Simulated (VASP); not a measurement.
Write the native input for VASP 6.6.1 that does the following.

```yaml
Task: relaxation of cell and atoms
Functional: PBEsol
Potentials_or_basis: VASP PAW PBE potentials, release 64 (Fe, O)
Cutoff: 600 eV
k_mesh: 11 × 11 × 11
Occupations: fermi-dirac, width 0.05 eV
Spin: collinear spin, ferromagnetic start
Starting_moments: "[3.0, 0.0] μB"
Dipole_correction: no
Further_INCAR_settings: ALGO = Normal; EDIFF = 1e-07; IBRION = 2; EDIFFG = -0.01; NSW = 80; ISIF = 3
```

The structure of FeO lies in POSCAR:

```
FeO
1.0
    0.0000000000      2.1554000000      2.1554000000
    2.1554000000      0.0000000000      2.1554000000
    2.1554000000      2.1554000000      0.0000000000
Fe O
1 1
Direct
    0.0000000000      0.0000000000      0.0000000000
    0.5000000000      0.5000000000      0.5000000000
```

These files were run (other wordings do the same):

INCAR

```
PREC = Accurate
ENCUT = 600
EDIFF = 1E-7
ISMEAR = -1
SIGMA = 0.05
LREAL = F
LASPH = T
NELM = 150
ALGO = Normal
ISIF = 3
LWAVE = F
LCHARG = F
ISPIN = 2
MAGMOM = 3 0
LORBIT = 11
LMAXMIX = 4
GGA = PS
IBRION = 2
NSW = 80
EDIFFG = -0.01
```

KPOINTS

```
regular mesh
0
Gamma
  11 11 11
```

Potentials or basis: VASP PAW PBE potentials, release 64 (Fe, O).

Run with:

```console
$ cat potpaw_PBE.64/Fe/POTCAR potpaw_PBE.64/O/POTCAR > POTCAR
$ mpirun -np 1 vasp_std > vasp.out
```

Results of the run:

```
Relaxed volume                                        : 9.58 Å³/atom
Relaxed cell                                          : a = 3.004 Å, b = 3.004 Å, c = 3.004 Å, α = 60.00°, β = 60.00°, γ = 60.00°
Space group after relaxing (to 0.1 Å)                 : Fm-3m (No. 225)
Energy gained by relaxing                             : 11.9 meV/atom
Ionic steps                                           : 3
Pressure after relaxing                               : 0.0 GPa
Band gap on the k mesh                                : zero (filled and empty bands overlap)
Net moment                                            : 4.00 μB per cell
Site moments                                          : Fe +3.60; O +0.31 μB
Valence electrons inside the program's atomic spheres : Fe 6.82; O 4.99
```

Caveat: the PAW data sets were made with another functional, which shifts forces and pressure a little; a cell with one magnetic atom can't hold antiferromagnetic order, which such compounds often take; semilocal functionals often make such compounds metallic where correlation or magnetic order opens a gap, which also shifts bond lengths.

It took 2.4 min on 1 thread of Intel Xeon 8259CL, on a shared host, peak memory 0.18 GiB.
